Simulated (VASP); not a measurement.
# AlIn3As4 (P-4m2) in VASP: further runs

The runs below take AlIn3As4 through single point, relaxation of cell and atoms, with PBE.

Program: VASP 6.6.1. These are calculated values, not measurements. Logs are shortened: lines on timing, memory, paths and dates and some standing lists are left out, and cuts for length are marked.

### Step 1. The cell of the first run

Symmetry: P-4m2, No. 115, tetragonal system. Conventional cell: a = 4.313 Å, b = 4.313 Å, c = 12.056 Å, α = 90.00°, β = 90.00°, γ = 90.00°. Al (site symmetry -4m2) has 4 As at 2.53 Å within 3.3 Å. Within 3.5 Å of In (site symmetry 2mm) lie 4 As at 2.66 to 2.68 Å. In (site symmetry -4m2) has 4 As at 2.66 Å within 3.5 Å. As (site symmetry 2mm) has 2 Al at 2.53 Å and 2 In at 2.68 Å within 3.3 Å. Within 3.5 Å of As (site symmetry 2mm) lie 4 In at 2.66 Å.

### Step 2. Single point, PBE

Contents of INCAR:

```
  PREC = Accurate
  ENCUT = 520
  EDIFF = 1E-6
  ISMEAR = 0
  SIGMA = 0.1
  LREAL = F
  LASPH = T
  NELM = 80
  ALGO = Normal
  ISIF = 2
  LWAVE = F
  LCHARG = T
  GGA = PE
  LELF = T
  LVHAR = T
  NBANDS = 41
```

Contents of KPOINTS:

```
Automatic mesh
0
Gamma
  4 4 2
```

Contents of POSCAR:

```
AlIn3As4
1.0
    4.3130467523      0.0000000000      0.0000000000
    0.0000000000      4.3130467523      0.0000000000
    0.0000000000      0.0000000000     12.0557726029
Al In As
1 3 4
Direct
    0.0000000000      0.0000000000      0.0000000000
    0.5000000000      0.5000000000      0.2403170433
    0.0000000000      0.0000000000      0.5000000000
    0.5000000000      0.5000000000      0.7596829567
    0.5000000000      0.0000000000      0.1089760924
    0.0000000000      0.5000000000      0.3701497244
    0.5000000000      0.0000000000      0.6298502756
    0.0000000000      0.5000000000      0.8910239076
```

Potentials or basis: VASP PAW PBE potentials, release 64 (Al, In_d, As).

Run with:

```bash
> cat potpaw_PBE.64/Al/POTCAR potpaw_PBE.64/In_d/POTCAR potpaw_PBE.64/As/POTCAR > POTCAR
> mpirun -np 1 vasp_std > vasp.out
```

OUTCAR:

```text
PREC = Accurate
   ENCUT = 520
   EDIFF = 1E-6
   ISMEAR = 0
   LREAL = F
   LASPH = T
   NELM = 80
   ISIF = 2
   GGA = PE

 ion  position               nearest neighbor table
   1  0.000  0.000  0.000-   5 2.53   8 2.53   8 2.53   5 2.53
   2  0.500  0.500  0.240-   6 2.66   6 2.66   5 2.68   5 2.68
   3  0.000  0.000  0.500-   6 2.66   7 2.66   6 2.66   7 2.66
   4  0.500  0.500  0.760-   7 2.66   7 2.66   8 2.68   8 2.68
   5  0.500  0.000  0.109-   1 2.53   1 2.53   2 2.68   2 2.68
   6  0.000  0.500  0.370-   2 2.66   2 2.66   3 2.66   3 2.66
   7  0.500  0.000  0.630-   4 2.66   4 2.66   3 2.66   3 2.66
   8  0.000  0.500  0.891-   1 2.53   1 2.53   4 2.68   4 2.68

  LATTYP: Found a simple tetragonal cell.
 ALAT       =     4.3130467523
 C/A-ratio  =     2.7951870905

  Lattice vectors:

 A1 = (   4.3130467523,   0.0000000000,   0.0000000000)
 A2 = (   0.0000000000,   4.3130467523,   0.0000000000)
 A3 = (   0.0000000000,   0.0000000000,  12.0557726029)

Analysis of symmetry for initial positions (statically):
=====================================================================
 Subroutine PRICEL returns:
 Original cell was already a primitive cell.

 Routine SETGRP: Setting up the symmetry group for a
 simple tetragonal supercell.

 Subroutine GETGRP returns: Found  8 space group operations
 (whereof  8 operations were pure point group operations)
 out of a pool of 16 trial point group operations.

The static configuration has the point symmetry D_2d.

Analysis of symmetry for dynamics (positions and initial velocities):
=====================================================================
 Subroutine PRICEL returns:
 Original cell was already a primitive cell.

 Routine SETGRP: Setting up the symmetry group for a
 simple tetragonal supercell.

 Subroutine GETGRP returns: Found  8 space group operations
 (whereof  8 operations were pure point group operations)
 out of a pool of 16 trial point group operations.

The dynamic configuration has the point symmetry D_2d.

 Subroutine INISYM returns: Found  8 space group operations
 (whereof  8 operations are pure point group operations),
 and found     1 'primitive' translations

----------------------------------------------------------------------------------------

                                     Primitive cell

[... 85 lines left out ...]
   LSORBIT =      F    spin-orbit coupling
   LASPH  =      T    aspherical Exc in radial PAW
   ENCUT  =  520.0 eV  38.22 Ry    6.18 a.u.   8.02  8.02 22.42*2*pi/ulx,y,z
   NELM   =     80;   NELMIN=  2; NELMDL= -5     # of ELM steps
   EDIFF  = 0.1E-05   stopping-criterion for ELM
   LREAL  =      F    real-space projection
[... 7 lines left out ...]
   TEBEG  =    0.0;   TEEND  =   0.0 temperature during run
   PSTRESS=    0.0 pullay stress
   NELECT =      62.0000    total number of electrons
   NUPDOWN=      -1.0000    fix difference up-down
   EMIN   =  10.00;   EMAX   =-10.00  energy-range for DOS
   EFERMI =   0.00;   METHOD = LEGACY
   ISMEAR =     0;   SIGMA  =   0.10  broadening in eV -4-tet -1-fermi 0-gaus
   EFERMI_NEDOS =   21; number of points for ismear=-14 and -15
   IALGO  =     38    algorithm
   IMIX   =      4    mixing-type and parameters
     AMIX     =   0.40;   BMIX     =  1.00
     AMIX_MAG =   1.60;   BMIX_MAG =  1.00
  volume/ion in A,a.u.               =      28.03       189.18
  Fermi-wavevector in a.u.,A,eV,Ry     =   1.066476  2.015347 15.474862  1.137370
  Thomas-Fermi vector in A             =   2.202061
   LORBIT       =      0    0 simple, 1 ext, 2 COOP (PROOUT), +10 PAW based schemes
   GGA     = PE    functional components
   LHFCALC =     F    Hartree Fock is set to
   AEXX    =    0.0000 exact exchange contribution
   IVDW    =     0    specifies the selected vdW correction
   LEPSILON=     F    determine dielectric tensor
   LRPA    =     F    only Hartree local field effects (RPA)
 non-spin polarized calculation
 Gauss-broadening in eV      SIGMA  =   0.10
  energy-cutoff  :      520.00
  volume of cell :      224.27
 maximum number of plane-waves:      6104
   NGX = 17   NGY = 17   NGZ = 45

 number of electron      61.9999996 magnetization

 Free energy of the ion-electron system (eV)
  ---------------------------------------------------
  ext. energy  EPLUGINS =         0.00000000
  ---------------------------------------------------
  free energy    TOTEN  =       -32.26410719 eV

  energy without entropy =      -32.25944319  energy(sigma->0) =      -32.26177519

 E-fermi :   3.8572     XC(G=0):  -8.8299

 val. band max:        3.8441247709   @ k =   0.0000   0.0000   0.0000
 cond. band min:       4.7855518094   @ k =   0.5000   0.0000   0.0000
 fundamental gap:      0.9414270385
 Fermi energy:         3.8571622710

 k-point     1 :       0.0000    0.0000    0.0000
  band No.  band energies     occupation
      1     -10.5101      2.00000
      2     -10.4620      2.00000
      3     -10.4088      2.00000
      4     -10.3728      2.00000
      5     -10.3728      2.00000
      6     -10.3497      2.00000
[... 517 lines left out ...]
     40      11.0314      0.00000
     41      11.1286      0.00000

------------------------ aborting loop because EDIFF is reached ----------------------------------------

  FORCE on cell =-STRESS in cart. coord.  units (eV):
  Direction    XX          YY          ZZ          XY          YZ          ZX
  --------------------------------------------------------------------------------------
  -------------------------------------------------------------------------------------
  Total        0.0221288      0.0221288      0.0023109      0.0000000     -0.0000000     -0.0000000
  in kB        0.1580905      0.1580905      0.0165095      0.0000000     -0.0000000     -0.0000000
  external PRESSURE =       0.1108968 kB  Pullay stress =       0.0000000 kB

 VOLUME and BASIS-vectors are now :
 -----------------------------------------------------------------------------
  energy-cutoff  :      520.00
  volume of cell :      224.27
      direct lattice vectors                 reciprocal lattice vectors
     4.313046752  0.000000000  0.000000000     0.231854663  0.000000000  0.000000000
     0.000000000  4.313046752  0.000000000     0.000000000  0.231854663  0.000000000
     0.000000000  0.000000000 12.055772603     0.000000000  0.000000000  0.082947815

 POSITION                                       TOTAL-FORCE (eV/Angst)
 -----------------------------------------------------------------------------------
      0.00000      0.00000      0.00000        -0.000000     -0.000000      0.000000
      2.15652      2.15652      2.89721        -0.000000     -0.000000     -0.010022
      0.00000      0.00000      6.02789        -0.000000     -0.000000      0.000000
      2.15652      2.15652      9.15856        -0.000000      0.000000      0.010022
      2.15652      0.00000      1.31379         0.000000     -0.000000      0.010068
      0.00000      2.15652      4.46244        -0.000000     -0.000000      0.000824
      2.15652      0.00000      7.59333         0.000000     -0.000000     -0.000824
      0.00000      2.15652     10.74198        -0.000000     -0.000000     -0.010068
 -----------------------------------------------------------------------------------
    total drift:                                0.000000     -0.000000      0.000000

  FREE ENERGIE OF THE ION-ELECTRON SYSTEM (eV)
  ---------------------------------------------------
  free  energy   TOTEN  =       -32.2641071878 eV

  energy  without entropy=      -32.2594431908  energy(sigma->0) =      -32.26177519
```

stdout:

```text
POSCAR found type information on POSCAR AlInAs
 POSCAR found :  3 types and       8 ions
 scaLAPACK will be used
 LDA part: xc-table for (Slater+PW92), standard interpolation
 POSCAR, INCAR and KPOINTS ok, starting setup
 FFT: planning ... GRIDC
 FFT: planning ... GRID_SOFT
 FFT: planning ... GRID
 WAVECAR not read
 entering main loop
```

Wall time 76 s (1 thread of Intel Xeon 6975P-C (Granite Rapids), shared host); peak memory 0.33 GiB.

What came out:

```
Free energy            : -32.2641 eV
Pressure               : 0.0 GPa
Largest force          : 0.010 eV/Å
Band gap on the k mesh : zero (filled and empty bands touch)
```

Forces in eV/Å, atoms in the order of the input:
```
Al   0.000  0.000  0.000
In   0.000  0.000 -0.010
In   0.000  0.000  0.000
In   0.000  0.000  0.010
As   0.000  0.000  0.010
As   0.000  0.000  0.001
As   0.000  0.000 -0.001
As   0.000  0.000 -0.010
```

Levels at points of the mesh, in eV from the Fermi level:
| k point | band 29 | band 30 | band 31 | band 32 | band 33 | band 34 |
| --- | --- | --- | --- | --- | --- | --- |
| (0.00, 0.00, 0.00) | -0.13 | -0.09 | -0.01 | -0.01 | 1.52 | 1.82 |
| (0.50, 0.00, 0.00) | -0.83 | -0.79 | -0.77 | 0.93 | 1.06 | 2.34 |
| (0.50, 0.50, 0.00) | -2.11 | -2.11 | -2.02 | 1.59 | 1.59 | 1.79 |
| (0.00, 0.00, 0.50) | -0.61 | -0.39 | -0.39 | 1.22 | 1.72 | 1.85 |
| (0.50, 0.00, 0.50) | -0.88 | -0.79 | -0.78 | 1.75 | 1.88 | 1.93 |
| (0.50, 0.50, 0.50) | -2.36 | -2.36 | -2.31 | 2.47 | 2.47 | 2.54 |

Caveat: the k points lie up to 0.36 Å⁻¹ apart; semilocal functionals underestimate gaps, and a narrow one can read as zero; spin-orbit coupling is left out, which moves the levels of the heavy elements.

### Step 3. Single point, PBE

This run uses another cell than the first one, of 23.45 Å³/atom.

Contents of INCAR:

```
  PREC = Accurate
  ENCUT = 520
  EDIFF = 1E-6
  ISMEAR = 0
  SIGMA = 0.1
  LREAL = False
  LASPH = True
  NELM = 60
  ALGO = Normal
  ISIF = 2
  LWAVE = False
  LCHARG = True
  GGA = PE
  LELF = True
  LVHAR = True
  NBANDS = 41
```

KPOINTS is that of step 2.

Contents of POSCAR:

```
AlIn3As4
1.0
    4.0480641300      0.0000000000      0.0000000000
    0.0000000000      4.0480641300      0.0000000000
    0.0000000000      0.0000000000     11.4496544000
Al In As
1 3 4
Direct
    0.0000000000      0.0000000000      0.0000000000
    0.5000000000      0.5000000000      0.2500000000
    0.0000000000      0.0000000000      0.5000000000
    0.5000000000      0.5000000000      0.7500000000
    0.5000000000      0.0000000000      0.1250000000
    0.0000000000      0.5000000000      0.3750000000
    0.5000000000      0.0000000000      0.6250000000
    0.0000000000      0.5000000000      0.8750000000
```

Potentials or basis: VASP PAW PBE potentials, release 64 (Al, In_d, As).

Run with:

```bash
> cat potpaw_PBE.64/Al/POTCAR potpaw_PBE.64/In_d/POTCAR potpaw_PBE.64/As/POTCAR > POTCAR
> mpirun -np 1 vasp_std > vasp.out
```

Run time: 75 s. Hardware: 1 thread of Intel Xeon 6975P-C (Granite Rapids), shared host; peak memory 0.3 GiB.

It converged, with:

* Free energy: -30.5348 eV
* Pressure: 14.9 GPa
* Largest force: 1.882 eV/Å
* Band gap on the k mesh: 0.92 eV

Forces in eV/Å, atoms in the order of the input:
```
Al   0.000  0.000  0.000
In   0.000  0.000 -0.075
In   0.000  0.000  0.000
In   0.000  0.000  0.075
As   0.000  0.000 -1.882
As   0.000  0.000  0.004
As   0.000  0.000 -0.004
As   0.000  0.000  1.882
```

Stress tensor (GPa, compression positive):
```
15.17  0.00  0.00
 0.00 15.17  0.00
 0.00  0.00 14.25
```

Levels at points of the mesh, in eV from the valence-band top:
| k point | band 29 | band 30 | band 31 | band 32 | band 33 | band 34 |
| --- | --- | --- | --- | --- | --- | --- |
| (0.00, 0.00, 0.00) | -0.03 | 0.00 | 0.00 | 0.92 | 1.27 | 2.04 |
| (0.50, 0.00, 0.00) | -1.15 | -1.10 | -1.08 | 1.46 | 1.51 | 2.88 |
| (0.50, 0.50, 0.00) | -2.75 | -2.75 | -2.72 | 1.26 | 1.26 | 2.00 |
| (0.00, 0.00, 0.50) | -0.78 | -0.52 | -0.52 | 1.39 | 1.58 | 2.35 |
| (0.50, 0.00, 0.50) | -1.16 | -1.16 | -1.12 | 2.40 | 2.46 | 2.46 |
| (0.50, 0.50, 0.50) | -3.13 | -3.07 | -3.07 | 2.21 | 2.21 | 2.48 |

Caveat: the cell stands under pressure; spin-orbit coupling is left out, which moves the levels of the heavy elements; forces of over 1 eV/Å act on the atoms, so gaps and moduli don't describe the material at rest.

### Step 4. Relaxation of cell and atoms, PBE

This run uses another cell than the first one, of 23.45 Å³/atom.

Contents of INCAR:

```
SYSTEM = AlIn3As4
PREC = Accurate
ENCUT = 600
EDIFF = 1E-7
ISMEAR = 0
SIGMA = 0.1
LREAL = .FALSE.
LASPH = .TRUE.
NELM = 60
ALGO = Normal
ISIF = 3
LWAVE = .FALSE.
LCHARG = .FALSE.
GGA = PE
IBRION = 2
NSW = 90
EDIFFG = -0.04
```

Contents of KPOINTS:

```
regular mesh
0
G
  4 4 2
  0 0 0
```

POSCAR is that of step 3.

Run with:

```bash
> cat potpaw_PBE.64/Al/POTCAR potpaw_PBE.64/In_d/POTCAR potpaw_PBE.64/As/POTCAR > POTCAR
> mpirun -np 1 vasp_std > vasp.out
```

It took 11 min on 1 thread of Intel Xeon 6975P-C (Granite Rapids), shared host; peak memory 0.37 GiB.

Results (log left out):

- Free energy: -32.2592 eV
- Relaxed volume: 27.99 Å³/atom
- Relaxed cell: a = 4.314 Å, b = 4.314 Å, c = 12.030 Å, α = 90.00°, β = 90.00°, γ = 90.00°
- Space group after relaxing (to 0.1 Å): P-4m2 (No. 115)
- Energy gained by relaxing: 215.5 meV/atom
- Ionic steps: 10
- Pressure after relaxing: 0.1 GPa
- Largest force after relaxing: 0.037 eV/Å
- Band gap on the k mesh: zero (filled and empty bands touch)

Forces in eV/Å, atoms in the order of the input:
```
Al   0.000  0.000  0.000
In   0.000  0.000  0.028
In   0.000  0.000  0.000
In   0.000  0.000 -0.028
As   0.000  0.000 -0.024
As   0.000  0.000 -0.037
As   0.000  0.000  0.037
As   0.000  0.000  0.024
```

Step by step:
```csv
step,energy change (eV),largest force (eV/Å),pressure (GPa),volume (Å³)
1,0.0000,1.8822,14.88,187.62
2,-1.1868,0.3375,-4.63,253.18
3,-1.6035,0.6253,-0.19,226.41
4,-1.6034,0.6094,-0.47,227.24
5,-1.6442,0.4205,-0.26,226.39
6,-1.6945,0.3049,0.13,224.00
7,-1.7132,0.1895,-0.05,224.65
8,-1.7215,0.1352,-0.25,225.43
9,-1.7236,0.0199,0.27,223.14
10,-1.7242,0.0370,0.10,223.89
```

Final structure:
```
CELL_PARAMETERS angstrom
4.31399 0.00000 0.00000
0.00000 4.31399 0.00000
0.00000 0.00000 12.03032
ATOMIC_POSITIONS crystal
Al 0.00000 0.00000 0.00000
In 0.50000 0.50000 0.24022
In 0.00000 0.00000 0.50000
In 0.50000 0.50000 0.75978
As 0.50000 0.00000 0.10922
As 0.00000 0.50000 0.37044
As 0.50000 0.00000 0.62956
As 0.00000 0.50000 0.89078
```

Levels at points of the mesh, in eV from the Fermi level:
| k point | band 27 | band 28 | band 29 | band 30 | band 31 | band 32 | band 33 | band 34 | band 35 | band 36 |
| --- | --- | --- | --- | --- | --- | --- | --- | --- | --- | --- |
| (0.00, 0.00, 0.00) | -1.21 | -1.21 | -0.12 | -0.08 | -0.02 | -0.02 | 1.51 | 1.81 | 2.24 | 2.43 |
| (0.50, 0.00, 0.00) | -0.91 | -0.91 | -0.83 | -0.80 | -0.77 | 0.93 | 1.07 | 2.34 | 2.74 | 4.49 |
| (0.50, 0.50, 0.00) | -2.67 | -2.19 | -2.11 | -2.11 | -2.02 | 1.60 | 1.60 | 1.80 | 2.33 | 4.15 |
| (0.00, 0.00, 0.50) | -1.66 | -0.62 | -0.62 | -0.39 | -0.39 | 1.22 | 1.71 | 1.85 | 1.95 | 2.20 |
| (0.50, 0.00, 0.50) | -1.70 | -1.58 | -0.89 | -0.80 | -0.78 | 1.75 | 1.88 | 1.94 | 2.05 | 4.22 |
| (0.50, 0.50, 0.50) | -2.47 | -2.42 | -2.36 | -2.36 | -2.32 | 2.47 | 2.47 | 2.55 | 2.59 | 2.59 |

Caveat: the k points lie up to 0.36 Å⁻¹ apart in the final cell; the volume moved by over 15 % at a fixed basis, so the end points are rough; semilocal functionals underestimate gaps, and a narrow one can read as zero; spin-orbit coupling is left out, which moves the levels of the heavy elements.

### Step 5. Single point, PBE

This run uses another cell than the first one, of 27.92 Å³/atom.

Contents of INCAR:

```
ALGO = Normal
EDIFF = 1E-6
ENCUT = 520
GGA = PE
ISIF = 2
ISMEAR = 0
LASPH = T
LCHARG = F
LREAL = F
LWAVE = F
NBANDS = 41
NELM = 80
PREC = Accurate
SIGMA = 0.1
```

Contents of KPOINTS:

```
k-points
0
Gamma
  10 10 4
```

Contents of POSCAR:

```
AlIn3As4
1.0
    4.2856974309      0.0000000000      0.0000000000
    0.0000000000      4.2856974309      0.0000000000
    0.0000000000      0.0000000000     12.1589062242
Al In As
1 3 4
Direct
    0.0000000000      0.0000000000      0.0000000000
    0.5000000000      0.5000000000      0.2404844553
    0.0000000000      0.0000000000      0.5000000000
    0.5000000000      0.5000000000      0.7595155447
    0.5000000000      0.0000000000      0.1093596635
    0.0000000000      0.5000000000      0.3702302926
    0.5000000000      0.0000000000      0.6297697074
    0.0000000000      0.5000000000      0.8906403365
```

Run with:

```bash
> cat potpaw_PBE.64/Al/POTCAR potpaw_PBE.64/In_d/POTCAR potpaw_PBE.64/As/POTCAR > POTCAR
> mpirun -np 1 vasp_std > vasp.out
```

Run time: 5.9 min. Hardware: 1 thread of Intel Xeon 6975P-C (Granite Rapids), shared host; peak memory 0.61 GiB.

It converged, with:

* Free energy: -32.4395 eV
* Pressure: 0.1 GPa
* Largest force: 0.013 eV/Å
* Band gap on the k mesh: zero (filled and empty bands touch)

Forces on the atoms (eV/Å):
```
Al   0.000  0.000  0.000
In   0.000  0.000 -0.002
In   0.000  0.000  0.000
In   0.000  0.000  0.002
As   0.000  0.000  0.013
As   0.000  0.000 -0.002
As   0.000  0.000  0.002
As   0.000  0.000 -0.013
```

Levels at points of the mesh, in eV from the Fermi level:
| k point | band 29 | band 30 | band 31 | band 32 | band 33 | band 34 |
| --- | --- | --- | --- | --- | --- | --- |
| (0.00, 0.00, 0.00) | -0.23 | -0.12 | -0.06 | -0.06 | 1.49 | 1.85 |
| (0.50, 0.00, 0.00) | -0.90 | -0.80 | -0.79 | 0.88 | 1.02 | 2.34 |
| (0.50, 0.50, 0.00) | -2.20 | -2.20 | -2.12 | 1.51 | 1.51 | 1.70 |
| (0.00, 0.00, 0.50) | -0.65 | -0.43 | -0.43 | 1.19 | 1.72 | 1.81 |
| (0.50, 0.00, 0.50) | -0.89 | -0.80 | -0.80 | 1.73 | 1.84 | 1.91 |
| (0.50, 0.50, 0.50) | -2.45 | -2.45 | -2.40 | 2.36 | 2.36 | 2.42 |

Caveat: semilocal functionals underestimate gaps, and a narrow one can read as zero; spin-orbit coupling is left out, which moves the levels of the heavy elements.

### Step 6. The runs side by side

| task | cell | k mesh | cutoff (eV) | gap on the mesh (eV) | pressure (GPa) | largest force (eV/Å) |
| --- | --- | --- | --- | --- | --- | --- |
| single point | a = 4.313, b = 4.313, c = 12.056 Å, 8 atoms, atomic positions A | 4 × 4 × 2 | 520 | none | 0.0 | 0.01 |
| single point | a = 4.048, b = 4.048, c = 11.450 Å, 8 atoms, atomic positions B | 4 × 4 × 2 | 520 | 0.92 | 14.9 | 1.88 |
| relaxation of cell and atoms | relaxed from a = 4.048, b = 4.048, c = 11.450 Å, 8 atoms, atomic positions B | 4 × 4 × 2 | 600 | none | 0.1 | 0.04 |
| single point | a = 4.286, b = 4.286, c = 12.159 Å, 8 atoms, atomic positions C | 10 × 10 × 4 | 520 | none | 0.1 | 0.01 |

Alike in all rows: level PBE; potentials or basis VASP PAW PBE potentials, release 64 (Al, In_d, As); no spin polarisation; smearing gaussian 0.1 eV.

Caveats: some runs use coarse meshes; spin-orbit coupling is left out, which moves the levels of the heavy elements; semilocal functionals underestimate gaps, and a narrow one can read as zero (at least some runs); the cell stands under pressure (at least some runs); forces of over 1 eV/Å act on the atoms, so gaps and moduli don't describe the material at rest (at least some runs); the volume moved by over 15 % at a fixed basis, so the end points are rough (at least some runs).

Total energies depend on the potentials used, so only differences within one code and one set of settings carry meaning.

The gap in the log of VASP goes by the Fermi energy; the results here count the filled bands.